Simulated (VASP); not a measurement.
Runs of VASP 6.6.1 on TiNi. The structure is that of space group Pm-3m (No. 221), or close to it. The cells are those of the table. 

| cell | gap on the mesh (eV) | pressure (GPa) |
| --- | --- | --- |
| a = 2.958 Å, 2 atoms | none | 6.2 |
| a = 2.928 Å, 2 atoms | none | (b) |
| a = 3.018 Å, 2 atoms | none | -4.4 |
| a = 2.989 Å, 2 atoms | none | (a) |
| a = 3.047 Å, 2 atoms | none | -8.6 |

Alike in all rows: task single point; level r2SCAN; potentials or basis VASP PAW PBE potentials, release 64 (Ti_sv, Ni); no spin polarisation; k mesh 14 × 14 × 14; cutoff (eV) 520; smearing gaussian 0.1 eV.

Task: Fill in the values left out.

Result: (a) 0.5; (b) 12.8.

Caveats: the PAW data sets were made with another functional, which shifts forces and pressure a little.

A gap of «none» marks levels without a gap at the run's occupations.
